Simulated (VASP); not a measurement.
Wanted: the native input for a VASP 6.6.1 run.

```yaml
Task: single point
Functional: PBEsol
Potentials_or_basis: VASP PAW PBE potentials, release 64 (Yb)
Cutoff: 520 eV
k_mesh: 11 × 11 × 11
Occupations: fermi-dirac, width 0.1 eV
Spin: no spin polarisation
Dipole_correction: no
Further_INCAR_settings: ALGO = Normal; EDIFF = 1e-06; NBANDS = 31
```

The structure of Yb lies in POSCAR:

```
Yb
1.0
    0.0000000000      4.1687677301      4.1687677301
    4.1687677301      0.0000000000      4.1687677301
    4.1687677301      4.1687677301      0.0000000000
Yb
2
Direct
    0.1250000000      0.1250000000      0.1250000000
    0.8750000000      0.8750000000      0.8750000000
```

This isn't the form of Yb at room conditions, which is fcc.

The input as run:

INCAR

```
SYSTEM = Yb
PREC = Accurate
ENCUT = 520
EDIFF = 1E-6
ISMEAR = -1
SIGMA = 0.1
LREAL = .FALSE.
LASPH = .TRUE.
NELM = 100
ALGO = Normal
ISIF = 2
LWAVE = .FALSE.
LCHARG = .TRUE.
GGA = PS
LELF = .TRUE.
LVHAR = .TRUE.
NBANDS = 31
```

KPOINTS

```
Automatic mesh
0
G
  11 11 11
  0 0 0
```

Potentials or basis: VASP PAW PBE potentials, release 64 (Yb).

Command:

```console
$ cat potpaw_PBE.64/Yb/POTCAR > POTCAR
$ mpirun -np 1 vasp_std > vasp.out
```

Results of the run:

```yaml
Pressure: -0.5 GPa
Band_gap_on_the_k_mesh: zero (bands 24 and 25 overlap by 1.16 eV)
```

Caveat: the PAW data sets were made with another functional, which shifts forces and pressure a little; spin-orbit coupling is left out, which moves the levels of the heavy elements.

Run time: 12 min on 1 thread of AMD EPYC 7R13 Processor (Zen 3) (shared host), peak memory 0.42 GiB.
